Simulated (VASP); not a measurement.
Runs of VASP 6.6.1 on Os. The structure is that of space group P6_3/mmc (No. 194), or close to it. The cells are those of the table. 

```tsv
task	cell	cutoff (eV)	gap on the mesh (eV)	pressure (GPa)
single point	a = 2.707, b = 2.707, c = 4.283 Å, angles 90.0, 90.0, 120.0°, 2 atoms	520	none	15.4
single point	a = 2.678, b = 2.678, c = 4.243 Å, angles 90.0, 90.0, 120.0°, 2 atoms	520	none	32.6
single point	a = 2.765, b = 2.765, c = 4.360 Å, angles 90.0, 90.0, 120.0°, 2 atoms	520	none	(a)
single point	a = 2.793, b = 2.793, c = 4.397 Å, angles 90.0, 90.0, 120.0°, 2 atoms	520	none	-21.2
relaxation of shape and atoms at fixed volume	relaxed from a = 2.679, b = 2.679, c = 4.239 Å, angles 90.0, 90.0, 120.0°, 2 atoms	600	none	32.7
```

Alike in all rows: level r2SCAN; potentials or basis VASP PAW PBE potentials, release 64 (Os); no spin polarisation; k mesh 18 × 18 × 10; smearing gaussian 0.1 eV.

Task: Estimate the missing entries.

Result: (a) -11.1.

Caveats: the PAW data sets were made with another functional, which shifts forces and pressure a little; spin-orbit coupling is left out, which moves the levels of the heavy elements.

A k mesh can miss the band edges, and the runs leave out spin-orbit coupling on Os.

A gap of «none» marks levels without a gap at the run's occupations.
